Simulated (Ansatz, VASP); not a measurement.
# HfC in VASP and in Ansatz

```
CELL_PARAMETERS angstrom
0.00000 2.32500 2.25525
2.32500 0.00000 2.25525
2.32500 2.32500 0.00000
ATOMIC_POSITIONS crystal
Hf 0.50000 0.50000 0.50000
C 0.00000 0.00000 0.00000
```

Change from the starting cell: zz strain of -3 %, PAW files.

Alike in both runs: task electric field gradients; functional PBE; k mesh 15 × 15 × 15; occupations fermi-dirac, width 0.05 eV; no spin polarisation.

|  | VASP | Ansatz |
| --- | --- | --- |
| version | VASP 6.6.1 | Ansatz 0.2.0 |
| potentials or method | VASP PAW PBE potentials, release 64 (Hf_pv, C) | PAW with Ansatz's default frozen-core files, scalar-relativistic |
| plane-wave cutoff (eV) | 520 | 420 |
| valence electrons in the cell | 14 | 30 |

|  | VASP | Ansatz | Ansatz less VASP |
| --- | --- | --- | --- |
| pressure (GPa) | 7.7 | 8.2 | +0.52 |
| traceless stress, the component that is largest in VASP (GPa) | 9.62 | 9.50 | -0.127 |
| size of Vzz on the site where it differs most (V/Å²) | 97.0 | 115.1 | +18.14 |

VASP's potentials hold 14 valence electrons a cell and Ansatz's 30, so a difference there can come from the potentials and not from the codes.

Spin-orbit coupling is off throughout.
